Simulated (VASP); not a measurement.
Wanted: the native input for a VASP 6.6.1 run.

| Item | Value |
| --- | --- |
| Task | single point |
| Functional | HSE06 |
| Potentials or basis | VASP PAW PBE potentials, release 64 (Ba_sv, Ti_sv, O) |
| Cutoff | 520 eV |
| k mesh | 4 × 4 × 4 |
| Occupations | gaussian, width 0.01 eV |
| Spin | no spin polarisation |
| Dipole correction | no |
| Grid for exact exchange (PRECFOCK) | Fast |
| Further INCAR settings | ALGO = Normal; EDIFF = 1e-07; NBANDS = 28 |
| Share of exact exchange | 0.25 |
| Screening parameter | 0.2079 1/Å |

Crystal: BaTiO3.

```
CELL_PARAMETERS angstrom
4.03404 0.00000 0.00000
0.00000 4.03404 0.00000
0.00000 0.00000 4.03404
ATOMIC_POSITIONS crystal
Ba 0.00000 0.00000 0.00000
Ti 0.50000 0.50000 0.50000
O 0.50000 0.50000 0.00000
O 0.50000 0.00000 0.50000
O 0.00000 0.50000 0.50000
```

This cell differs from its parent crystal: strain +1.0%.

One way to write it, as run:

POSCAR

```
BaTiO3
1.0
    4.0340374856      0.0000000000      0.0000000000
    0.0000000000      4.0340374856      0.0000000000
    0.0000000000      0.0000000000      4.0340374856
Ba Ti O
1 1 3
Direct
    0.0000000000      0.0000000000      0.0000000000
    0.5000000000      0.5000000000      0.5000000000
    0.5000000000      0.5000000000      0.0000000000
    0.5000000000      0.0000000000      0.5000000000
    0.0000000000      0.5000000000      0.5000000000
```

INCAR.step1

```
SYSTEM = BaTiO3
PREC = Accurate
ENCUT = 520
EDIFF = 1E-5
ISMEAR = 0
SIGMA = 0.01
LREAL = .FALSE.
LASPH = .TRUE.
NELM = 100
ALGO = Normal
ISIF = 2
LWAVE = .TRUE.
LCHARG = .FALSE.
GGA = PE
NBANDS = 28
```

INCAR.step2

```
SYSTEM = BaTiO3
PREC = Accurate
ENCUT = 520
EDIFF = 1E-7
ISMEAR = 0
SIGMA = 0.01
LREAL = .FALSE.
LASPH = .TRUE.
NELM = 100
ALGO = Normal
ISIF = 2
LWAVE = .FALSE.
LCHARG = .FALSE.
GGA = PE
LHFCALC = .TRUE.
HFSCREEN = 0.2079
PRECFOCK = Fast
ISTART = 1
NBANDS = 28
```

KPOINTS

```
Automatic mesh
0
G
  4 4 4
  0 0 0
```

Potentials or basis: VASP PAW PBE potentials, release 64 (Ba_sv, Ti_sv, O).

Run with:

```sh
$ cat potpaw_PBE.64/Ba_sv/POTCAR potpaw_PBE.64/Ti_sv/POTCAR potpaw_PBE.64/O/POTCAR > POTCAR
$ cp INCAR.step1 INCAR
$ mpirun -np 1 vasp_std > vasp.out
$ cp INCAR.step2 INCAR
$ mpirun -np 1 vasp_std > vasp.out
```

Results of the run:

- Pressure: -5.7 GPa
- Band gap on the k mesh: 3.06 eV (least direct gap 3.20 eV)

Caveat: the cell differs from its parent crystal (strain +1.0%); the cell stands under tension; the PAW data sets were made with another functional, which shifts forces and pressure a little; spin-orbit coupling is left out, which moves the levels of the heavy elements.

Run time: 55 min on 1 thread of Oxide Virtual Turin-like Processor, on a shared host, peak memory 0.26 GiB.
